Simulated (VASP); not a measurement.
# Al30Ga (a cell with a defect) in VASP: further runs

Al30Ga (a cell with a defect) is run at these levels: PBE; tasks: single point.

Everything below comes from runs of VASP 6.6.1. Logs are shortened: lines on timing, memory, paths and dates and some standing lists are left out, and cuts for length are marked.

**1. The cell of the first run**

The cell holds a defect, 31 atoms: a = 8.100 Å, b = 8.100 Å, c = 8.100 Å, α = 90.00°, β = 90.00°, γ = 90.00°.

**2. Single point, PBE**

INCAR reads:

```
SYSTEM = Al30Ga
PREC = Accurate
ENCUT = 520
EDIFF = 1E-6
ISMEAR = 0
SIGMA = 0.1
LREAL = Auto
LASPH = .True.
NELM = 100
ALGO = Normal
ISIF = 2
LWAVE = .False.
LCHARG = .False.
GGA = PE
NBANDS = 72
```

KPOINTS reads:

```
Automatic mesh
0
Gamma
  2 2 2
  0 0 0
```

POSCAR reads:

```
Al30Ga
1.0
    8.1000000000      0.0000000000      0.0000000000
    0.0000000000      8.1000000000      0.0000000000
    0.0000000000      0.0000000000      8.1000000000
Al Ga
30 1
Direct
    0.4999704938     -0.0001367901     -0.0017583951
    0.7512829630      0.2548848148     -0.0007245679
    0.7454729630     -0.0001154321      0.2544661728
    0.0013646914     -0.0001090123      0.0014743210
    0.2468344444      0.2534880247      0.0005951852
    0.5030091358      0.4998940741     -0.0064835802
    0.7512601235      0.7449049383     -0.0007253086
    0.5054793827      0.2669445679      0.2423825926
    0.7541340741      0.4998980247      0.2478251852
    0.7478681481      0.2529681481      0.5033080247
    0.7494845679     -0.0000940741      0.7495682716
    0.0000929630      0.4998986420      0.0002309877
    0.2468632099      0.7462864198      0.0005781481
    0.0004701235      0.2535030864      0.2469476543
    0.2478527160      0.4999090123      0.2479698765
    0.5055016049      0.7328402469      0.2423592593
   -0.0018607407     -0.0001306173      0.5000891358
    0.2422634568      0.2669635802      0.5056200000
    0.5004693827      0.4998518519      0.5005798765
    0.7478871605      0.7468062963      0.5033251852
    0.2543586420     -0.0001372840      0.7455918519
    0.5032277778      0.2529659259      0.7479553086
    0.7510728395      0.4998727160      0.7511764198
    0.0004551852      0.7462737037      0.2469723457
   -0.0066270370      0.4998975309      0.5031440741
    0.2422675309      0.7328106173      0.5056203704
   -0.0008720988      0.2548790123      0.7513945679
    0.2477217284      0.4999030864      0.7542581481
    0.5032313580      0.7467939506      0.7480020988
   -0.0008527160      0.7449004938      0.7513677778
    0.4172427160     -0.0000844444      0.4173511111
```

Potentials or basis: VASP PAW PBE potentials, release 64 (Al, Ga_d).

On the command line:

```bash
cat potpaw_PBE.64/Al/POTCAR potpaw_PBE.64/Ga_d/POTCAR > POTCAR
mpirun -np 1 vasp_std > vasp.out
```

OUTCAR:

```text
SYSTEM = Al30Ga
   PREC = Accurate
   ENCUT = 520
   EDIFF = 1E-6
   ISMEAR = 0
   LREAL = Auto
   LASPH = .True.
   NELM = 100
   ISIF = 2
   GGA = PE

 ion  position               nearest neighbor table
   1  0.500  1.000  0.998-  11 2.85  21 2.85   3 2.87  29 2.88  22 2.88   7 2.90   2 2.90  13 2.90
                             5 2.90  16 2.93   8 2.93
   2  0.751  0.255  0.999-   8 2.80  23 2.82   6 2.83   9 2.83  12 2.83  27 2.84  14 2.85  22 2.86
                            11 2.89   4 2.89   1 2.90   3 2.92
   3  0.745  1.000  0.254-  17 2.85   1 2.87  10 2.87  20 2.88  16 2.91   8 2.91  24 2.91  14 2.91
                             4 2.91   7 2.92   2 2.92  31 2.97
   4  0.001  1.000  0.001-   5 2.86  14 2.86  13 2.86  24 2.86  11 2.89  27 2.89   2 2.89   7 2.89
                            30 2.89  21 2.91   3 2.91
   5  0.247  0.253  0.001-  14 2.82  28 2.82  12 2.82  15 2.83  27 2.85   4 2.86   8 2.87   6 2.88
                             1 2.90  21 2.91  22 2.92
   6  0.503  0.500  0.994-  16 2.76   8 2.76  23 2.81  29 2.82  22 2.82   7 2.83   2 2.83  28 2.83
                            13 2.88   5 2.88   9 2.89  15 2.92
   7  0.751  0.745  0.999-  16 2.80  23 2.82   6 2.83   9 2.83  12 2.83  30 2.84  24 2.85  29 2.86
                            11 2.89   4 2.89   1 2.90   3 2.92
   8  0.505  0.267  0.242-  31 2.68   9 2.76   6 2.76   2 2.80  15 2.81  19 2.82   5 2.87  10 2.89
                             3 2.91   1 2.93  18 3.02
   9  0.754  0.500  0.248-  16 2.76   8 2.76  24 2.82  14 2.82  12 2.83   7 2.83   2 2.83  25 2.83
[... 28 lines left out ...]
                            10 2.83  20 2.83  12 2.85  19 2.87
  24  0.000  0.746  0.247-   9 2.82  13 2.82  12 2.82  15 2.83   7 2.85   4 2.86  26 2.87  25 2.88
                            17 2.90   3 2.91  20 2.91
  25  0.993  0.500  0.503-  26 2.76  18 2.76  23 2.81  20 2.82  10 2.82  30 2.83  27 2.83   9 2.83
                            24 2.88  14 2.88  28 2.90  15 2.92
  26  0.242  0.733  0.506-  31 2.68  28 2.76  25 2.76  30 2.80  15 2.81  19 2.82  24 2.87  29 2.89
                            21 2.91  17 2.93  16 3.02
  27  0.999  0.255  0.751-  18 2.80  23 2.82  25 2.83  28 2.83  12 2.83   2 2.84   5 2.85  10 2.86
                            11 2.89   4 2.89  17 2.90  21 2.92
  28  0.248  0.500  0.754-  26 2.76  18 2.76  13 2.82   5 2.82  30 2.83  12 2.83  27 2.83   6 2.83
                            29 2.88  22 2.88  25 2.90  19 2.90
  29  0.503  0.747  0.748-  20 2.80   6 2.82  19 2.83  23 2.83   7 2.86  11 2.86  21 2.88  28 2.88
                             1 2.88  26 2.89  13 2.92
  30  0.999  0.745  0.751-  26 2.80  23 2.82  25 2.83  28 2.83  12 2.83   7 2.84  13 2.85  20 2.86
                            11 2.89   4 2.89  17 2.90  21 2.92
  31  0.417  1.000  0.417-   8 2.68  18 2.68  16 2.68  26 2.68   3 2.97  21 2.97

  LATTYP: Found a simple cubic cell.
 ALAT       =     8.1000000000

  Lattice vectors:

 A1 = (   8.1000000000,   0.0000000000,   0.0000000000)
 A2 = (   0.0000000000,   8.1000000000,   0.0000000000)
 A3 = (   0.0000000000,   0.0000000000,   8.1000000000)

Analysis of symmetry for initial positions (statically):
=====================================================================
 Subroutine PRICEL returns:
 Original cell was already a primitive cell.

 Routine SETGRP: Setting up the symmetry group for a
 simple cubic supercell.

 Subroutine GETGRP returns: Found  1 space group operations
 (whereof  1 operations were pure point group operations)
 out of a pool of 48 trial point group operations.

The static configuration has the point symmetry C_1 .

Analysis of symmetry for dynamics (positions and initial velocities):
=====================================================================
 Subroutine PRICEL returns:
 Original cell was already a primitive cell.

 Routine SETGRP: Setting up the symmetry group for a
 simple cubic supercell.

 Subroutine GETGRP returns: Found  1 space group operations
 (whereof  1 operations were pure point group operations)
 out of a pool of 48 trial point group operations.

The dynamic configuration has the point symmetry C_1 .

 Subroutine INISYM returns: Found  1 space group operations
 (whereof  1 operations are pure point group operations),
 and found     1 'primitive' translations

----------------------------------------------------------------------------------------

                                     Primitive cell

  volume of cell :     531.4410

  direct lattice vectors                    reciprocal lattice vectors
     8.100000000  0.000000000  0.000000000     0.123456790  0.000000000  0.000000000
     0.000000000  8.100000000  0.000000000     0.000000000  0.123456790  0.000000000
     0.000000000  0.000000000  8.100000000     0.000000000  0.000000000  0.123456790

  length of vectors
     8.100000000  8.100000000  8.100000000     0.123456790  0.123456790  0.123456790

[... 66 lines left out ...]
   NGXF,Y,Z  is equivalent  to a cutoff of  24.63, 24.63, 24.63 a.u.
 SYSTEM =  Al30Ga
   PREC   = accura    normal or accurate (medium, high low for compatibility)
   ISTART =      0    job   : 0-new  1-cont  2-samecut
   ICHARG =      2    charge: 1-file 2-atom 10-const
   ISPIN  =      1    spin polarized calculation?
   LNONCOLLINEAR =      F non collinear calculations
   LSORBIT =      F    spin-orbit coupling
   LASPH  =      T    aspherical Exc in radial PAW
   ENCUT  =  520.0 eV  38.22 Ry    6.18 a.u.  15.06 15.06 15.06*2*pi/ulx,y,z
   NELM   =    100;   NELMIN=  2; NELMDL= -5     # of ELM steps
   EDIFF  = 0.1E-05   stopping-criterion for ELM
   LREAL  =      T    real-space projection
   EDIFFG = 0.1E-04   stopping-criterion for IOM
   NSW    =      0    number of steps for IOM
   IBRION =     -1    ionic relax: 0-MD 1-quasi-New 2-CG
   NFREE  =      0    steps in history (QN), initial steepest desc. (CG)
   ISIF   =      2    stress and relaxation
   ISYM   =      2    0-nonsym 1-usesym 2-fastsym
   POTIM  = 0.5000    time-step for ionic-motion
   TEBEG  =    0.0;   TEEND  =   0.0 temperature during run
   PSTRESS=    0.0 pullay stress
   NELECT =     103.0000    total number of electrons
   NUPDOWN=      -1.0000    fix difference up-down
   EMIN   =  10.00;   EMAX   =-10.00  energy-range for DOS
   EFERMI =   0.00;   METHOD = LEGACY
   ISMEAR =     0;   SIGMA  =   0.10  broadening in eV -4-tet -1-fermi 0-gaus
   EFERMI_NEDOS =   21; number of points for ismear=-14 and -15
   IALGO  =     38    algorithm
   IMIX   =      4    mixing-type and parameters
     AMIX     =   0.40;   BMIX     =  1.00
     AMIX_MAG =   1.60;   BMIX_MAG =  1.00
  volume/ion in A,a.u.               =      17.14       115.69
  Fermi-wavevector in a.u.,A,eV,Ry     =   0.947405  1.790335 12.212259  0.897576
  Thomas-Fermi vector in A             =   2.075495
   LORBIT       =      0    0 simple, 1 ext, 2 COOP (PROOUT), +10 PAW based schemes
   GGA     = PE    functional components
   LHFCALC =     F    Hartree Fock is set to
   AEXX    =    0.0000 exact exchange contribution
   IVDW    =     0    specifies the selected vdW correction
   LEPSILON=     F    determine dielectric tensor
   LRPA    =     F    only Hartree local field effects (RPA)
 non-spin polarized calculation
 Gauss-broadening in eV      SIGMA  =   0.10
  energy-cutoff  :      520.00
  volume of cell :      531.44
 maximum number of plane-waves:     14400
   NGX = 31   NGY = 31   NGZ = 31

 number of electron     103.0000019 magnetization

 Free energy of the ion-electron system (eV)
  ---------------------------------------------------
  ext. energy  EPLUGINS =         0.00000000
  ---------------------------------------------------
  free energy    TOTEN  =      -113.69675523 eV

  energy without entropy =     -113.59714239  energy(sigma->0) =     -113.64694881

 E-fermi :   7.2493     XC(G=0): -10.0723

 val. band max:        7.2425238993   @ k =   0.0000   0.0000   0.5000
 cond. band min:       7.2659686374   @ k =   0.5000   0.5000   0.5000
 fundamental gap:      0.0234447380
 Fermi energy:         7.2492647262

 k-point     1 :       0.0000    0.0000    0.0000
  band No.  band energies     occupation
      1      -7.5366      2.00000
      2      -7.5226      2.00000
      3      -7.5165      2.00000
      4      -7.5056      2.00000
      5      -7.4865      2.00000
      6      -3.4408      2.00000
[... 517 lines left out ...]
     62      10.8377      0.00000
     63      10.8950      0.00000
 [bands above 63 left out]

------------------------ aborting loop because EDIFF is reached ----------------------------------------

  FORCE on cell =-STRESS in cart. coord.  units (eV):
  Direction    XX          YY          ZZ          XY          YZ          ZX
  --------------------------------------------------------------------------------------
  -------------------------------------------------------------------------------------
  Total        0.1578767     -1.4473073      0.1636967     -0.0011849     -0.0014453     -0.9879428
  in kB        0.4759634     -4.3633121      0.4935094     -0.0035723     -0.0043573     -2.9784294
  external PRESSURE =      -1.1312798 kB  Pullay stress =       0.0000000 kB

 VOLUME and BASIS-vectors are now :
 -----------------------------------------------------------------------------
  energy-cutoff  :      520.00
  volume of cell :      531.44
      direct lattice vectors                 reciprocal lattice vectors
     8.100000000  0.000000000  0.000000000     0.123456790  0.000000000  0.000000000
     0.000000000  8.100000000  0.000000000     0.000000000  0.123456790  0.000000000
     0.000000000  0.000000000  8.100000000     0.000000000  0.000000000  0.123456790

 POSITION                                       TOTAL-FORCE (eV/Angst)
 -----------------------------------------------------------------------------------
      4.04976      8.09889      8.08576        -0.008185      0.000922     -0.045643
      6.08539      2.06457      8.09413         0.004302     -0.003932     -0.006177
      6.03833      8.09906      2.06118         0.016519      0.000113      0.003892
      0.01105      8.09912      0.01194         0.018146     -0.002110      0.019101
      1.99936      2.05325      0.00482         0.014117     -0.032385     -0.015881
      4.07437      4.04914      8.04748        -0.018211     -0.002234     -0.021951
[... 23 lines left out ...]
      8.09309      6.03369      6.08608        -0.007028      0.003826      0.007228
      3.37967      8.09932      3.38054         0.150420     -0.001403      0.150874
 -----------------------------------------------------------------------------------
    total drift:                                0.001645      0.001547      0.005280

  FREE ENERGIE OF THE ION-ELECTRON SYSTEM (eV)
  ---------------------------------------------------
  free  energy   TOTEN  =      -113.6967552333 eV

  energy  without entropy=     -113.5971423884  energy(sigma->0) =     -113.64694881
```

Run time: 10 min. Hardware: 1 thread of Intel Xeon 8259CL, shared host; peak memory 0.57 GiB.

Results:

```
Free energy            : -113.6968 eV
Pressure               : -0.1 GPa
Largest force          : 0.213 eV/Å
Band gap on the k mesh : zero (an odd number of electrons rules out a gap without spin polarisation)
```

Forces on the atoms (eV/Å):
```
Al  -0.008  0.001 -0.046
Al   0.004 -0.004 -0.006
Al   0.017  0.000  0.004
Al   0.018 -0.002  0.019
Al   0.014 -0.032 -0.016
Al  -0.018 -0.002 -0.022
Al   0.007  0.004 -0.008
Al  -0.012  0.002 -0.015
Al   0.012  0.000  0.008
Al   0.008 -0.026 -0.017
Al  -0.022 -0.002 -0.019
Al  -0.018  0.001 -0.021
Al   0.011  0.033 -0.015
Al  -0.015 -0.033  0.014
Al  -0.001 -0.001 -0.001
Al  -0.012 -0.001 -0.012
Al  -0.045  0.000 -0.009
Al  -0.017  0.001 -0.012
Al  -0.006  0.001 -0.005
Al   0.006  0.027 -0.017
Al   0.004  0.001  0.016
Al  -0.017 -0.026  0.008
Al   0.008  0.000  0.010
Al  -0.015  0.034  0.012
Al  -0.021 -0.001 -0.019
Al  -0.014  0.000 -0.013
Al  -0.005 -0.003  0.005
Al   0.008 -0.001  0.012
Al  -0.016  0.027  0.006
Al  -0.007  0.004  0.007
Ga   0.150 -0.001  0.151
```

Stress tensor (GPa, compression positive):
```
 0.05  0.00 -0.30
 0.00 -0.44  0.00
-0.30  0.00  0.05
```

Levels at points of the mesh, in eV from the Fermi level:
```csv
k point,band 48,band 49,band 50,band 51,band 52,band 53,band 54,band 55
"(0.00, 0.00, 0.00)",-0.14,-0.12,-0.04,0.41,0.60,0.65,0.71,0.74
"(0.50, 0.00, 0.00)",-0.56,-0.26,-0.05,-0.01,0.04,0.15,0.17,0.25
"(0.00, 0.50, 0.00)",-0.54,-0.17,-0.13,-0.12,-0.06,-0.06,0.37,0.39
"(0.00, 0.00, 0.50)",-0.56,-0.26,-0.05,-0.01,0.04,0.15,0.17,0.25
"(0.50, 0.50, 0.00)",-0.63,-0.63,-0.14,-0.13,0.06,0.53,1.14,1.19
"(0.00, 0.50, 0.50)",-0.63,-0.63,-0.14,-0.13,0.06,0.53,1.14,1.19
"(0.50, 0.00, 0.50)",-0.87,-0.86,-0.09,-0.09,0.06,0.50,1.15,1.25
"(0.50, 0.50, 0.50)",-0.43,-0.42,-0.40,-0.32,-0.25,-0.14,-0.13,-0.12
```

Caveat: the k points lie up to 0.39 Å⁻¹ apart, too coarse for converged energies and pressures of a metal.

**3. Single point, PBE**

INCAR reads:

```
SYSTEM = Al30Ga
ALGO = Normal
EDIFF = 1E-6
ENCUT = 520
GGA = PE
ISIF = 2
ISMEAR = 0
LASPH = .True.
LCHARG = .False.
LREAL = Auto
LWAVE = .False.
NBANDS = 72
NELM = 100
PREC = Accurate
SIGMA = 0.1
```

KPOINTS reads:

```
k-points
0
Gamma
  2 2 2
  0 0 0
```

POSCAR reads:

```
Al30Ga
1.0
    8.1000000000      0.0000000000      0.0000000000
    0.0000000000      8.1000000000      0.0000000000
    0.0000000000      0.0000000000      8.1000000000
Al Ga
30 1
Direct
    0.5026677778     -0.0000641975     -0.0030270370
    0.7514661728      0.2531237037     -0.0015587654
    0.7480274074     -0.0000600000      0.2520129630
    0.0020286420     -0.0000570370      0.0020834568
    0.2492586420      0.2515696296      0.0009743210
    0.5032927160      0.4999459259     -0.0058740741
    0.7514583951      0.7467553086     -0.0015570370
    0.5027974074      0.2605219753      0.2441083951
    0.7531114815      0.4999465432      0.2493225926
    0.7475341975      0.2513227160      0.5025541975
    0.7475129630     -0.0000519753      0.7475567901
    0.0004270370      0.4999419753      0.0004877778
    0.2492697531      0.7483176543      0.0009725926
    0.0009122222      0.2515802469      0.2493155556
    0.2491728395      0.4999543210      0.2492324691
    0.5028023457      0.7393816049      0.2441119753
   -0.0030670370     -0.0000609877      0.5027202469
    0.2440491358      0.2605353086      0.5028685185
    0.5021924691      0.4999334568      0.5022428395
    0.7475453086      0.7485622222      0.5025665432
    0.2519586420     -0.0000637037      0.7480871605
    0.5025130864      0.2513191358      0.7475809877
    0.7506728395      0.4999335802      0.7507265432
    0.0009112346      0.7483086420      0.2493279012
   -0.0059411111      0.4999491358      0.5033581481
    0.2440551852      0.7393656790      0.5028698765
   -0.0016180247      0.2531220988      0.7515233333
    0.2492674074      0.4999477778      0.7531819753
    0.5025202469      0.7485518519      0.7476011111
   -0.0016169136      0.7467595062      0.7515148148
    0.4582809877     -0.0000266667      0.4583446914
```

Potentials or basis: VASP PAW PBE potentials, release 64 (Al, Ga_d).

On the command line:

```bash
cat potpaw_PBE.64/Al/POTCAR potpaw_PBE.64/Ga_d/POTCAR > POTCAR
mpirun -np 1 vasp_std > vasp.out
```

It took 9.1 min on 1 thread of Intel Xeon 8259CL, shared host; peak memory 0.57 GiB.

Results (log left out):

| Item | Value |
| --- | --- |
| Free energy | -113.8182 eV |
| Pressure | -0.2 GPa |
| Largest force | 0.243 eV/Å |
| Band gap on the k mesh | zero (an odd number of electrons rules out a gap without spin polarisation) |

Forces on the atoms (eV/Å):
```
Al  -0.002  0.001 -0.021
Al  -0.002  0.001 -0.006
Al   0.017  0.000 -0.015
Al   0.006 -0.001  0.007
Al   0.003 -0.013 -0.006
Al  -0.007 -0.001 -0.001
Al  -0.001 -0.001 -0.006
Al  -0.024 -0.016 -0.002
Al  -0.014  0.000  0.001
Al  -0.002 -0.005 -0.014
Al  -0.018 -0.001 -0.018
Al  -0.001  0.000 -0.001
Al   0.003  0.012 -0.006
Al  -0.006 -0.013  0.003
Al  -0.010  0.000 -0.010
Al  -0.024  0.016 -0.002
Al  -0.021  0.001 -0.003
Al  -0.002 -0.016 -0.024
Al   0.004  0.000  0.004
Al  -0.003  0.005 -0.014
Al  -0.015  0.000  0.017
Al  -0.014 -0.004 -0.002
Al  -0.007 -0.001 -0.007
Al  -0.006  0.013  0.003
Al   0.000  0.000 -0.007
Al  -0.001  0.016 -0.024
Al  -0.006  0.001 -0.002
Al   0.001  0.000 -0.013
Al  -0.014  0.005 -0.003
Al  -0.006 -0.001 -0.001
Ga   0.172 -0.001  0.172
```

Stress tensor (GPa, compression positive):
```
-0.08  0.00 -0.02
 0.00 -0.52  0.00
-0.02  0.00 -0.08
```

Levels at points of the mesh, in eV from the Fermi level:
```
           k point  band 49  band 50  band 51  band 52  band 53  band 54  band 55  band 56
(0.00, 0.00, 0.00)    -0.08    -0.08     0.54     0.70     0.71     0.72     0.74     0.77
(0.50, 0.00, 0.00)    -0.12    -0.02     0.02     0.05     0.14     0.17     0.28     0.57
(0.00, 0.50, 0.00)    -0.14    -0.07    -0.04    -0.01     0.01     0.19     0.39     0.61
(0.00, 0.00, 0.50)    -0.12    -0.02     0.02     0.05     0.14     0.17     0.28     0.57
(0.50, 0.50, 0.00)    -0.65    -0.08    -0.08    -0.03     0.62     1.16     1.22     1.26
(0.00, 0.50, 0.50)    -0.65    -0.08    -0.08    -0.03     0.62     1.16     1.22     1.26
(0.50, 0.00, 0.50)    -0.79    -0.07    -0.06    -0.06     0.63     1.19     1.27     1.30
(0.50, 0.50, 0.50)    -0.39    -0.38    -0.28    -0.27    -0.25    -0.10    -0.09    -0.08
```

Caveat: the k points lie up to 0.39 Å⁻¹ apart, too coarse for converged energies and pressures of a metal.
